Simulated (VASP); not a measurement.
**KBr: single point with PBE**

Crystal: KBr.

```
CELL_PARAMETERS angstrom
1.74217 4.35543 4.35543
4.35543 1.74217 4.35543
4.35543 4.35543 1.74217
ATOMIC_POSITIONS crystal
K 0.00000 0.00000 0.00000
Br 0.50000 0.50000 0.50000
```

This cell differs from its parent crystal: ratio of the length along [111] to the lengths across it x 2.0, volume and fractional coordinates fixed.

```json
{"Program": "VASP 6.6.1", "Task": "single point", "Functional": "PBE", "Potentials or basis": "VASP PAW PBE potentials, release 64 (K_sv, Br)", "Cutoff": "520 eV", "k mesh": "8 × 8 × 8", "Occupations": "gaussian, width 0.05 eV", "Spin": "no spin polarisation"}
```

* Pressure: -0.1 GPa
* Band gap on the k mesh: zero (filled and empty bands overlap)

Stress tensor (GPa, compression positive):
```
-0.09 -7.02 -7.02
-7.02 -0.09 -7.02
-7.02 -7.02 -0.09
```

Levels at points of the mesh, in eV from the Fermi level:
```csv
k point,band 5,band 6,band 7,band 8,band 9,band 10,band 11,band 12
"(0.00, 0.00, 0.00)",-13.84,-2.78,-0.38,-0.02,-0.02,4.70,5.03,5.03
"(0.50, 0.00, 0.00)",-13.34,-2.95,-2.28,-0.69,2.43,3.40,5.02,6.21
"(0.50, 0.50, 0.00)",-13.37,-2.84,-2.09,-0.66,1.88,3.37,4.63,5.01
"(0.50, 0.50, 0.50)",-13.76,-3.40,-0.04,-0.04,1.09,4.15,5.14,5.14
```

Wall time 2.5 min on 1 thread of Intel(R) Xeon(R) Platinum 8488C (Sapphire Rapids), with other jobs on the host, peak memory 0.35 GiB.
